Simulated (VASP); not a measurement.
Na:

```
Na
1.0
     3.51000    0.00000    0.00000
     0.00000    3.51000    0.00000
     0.00000    0.00000    3.51000
Na
1
Direct
  0.00000 0.00000 0.00000
```

This isn't the form of Na at room conditions, which is bcc.

```yaml
Program: VASP 6.6.1
Task: relaxation of cell and atoms
Functional: PBEsol
Potentials_or_basis: VASP PAW PBE potentials, release 64 (Na_pv)
Cutoff: 600 eV
k_mesh: 12 × 12 × 12
Occupations: fermi-dirac, width 0.1 eV
Spin: no spin polarisation
```

At the start: pressure -0.6 GPa; volume 43.24 Å³/atom.

Question: Where does the relaxation end?

Answer: Over 4 steps the energy falls by 8.3 meV/atom and the volume is 38.64 Å³/atom (-10.6 %); space group Pm-3m (No. 221, to 0.1 Å) before and after.

Step by step:
| step | energy change (eV) | largest force (eV/Å) | pressure (GPa) | volume (Å³) |
| --- | --- | --- | --- | --- |
| 1 | 0.0000 | 0.0000 | -0.55 | 43.24 |
| 2 | -0.0029 | 0.0000 | -0.48 | 42.32 |
| 3 | -0.0080 | 0.0000 | -0.14 | 39.63 |
| 4 | -0.0083 | 0.0000 | 0.01 | 38.64 |

Final structure:
```xyz
1
Lattice="3.3809 0.0000 0.0000 0.0000 3.3809 0.0000 0.0000 0.0000 3.3809" Properties=species:S:1:pos:R:3 pbc="T T T"
Na    0.0000    0.0000    0.0000
```

Caveat: the PAW data sets were made with another functional, which shifts forces and pressure a little.
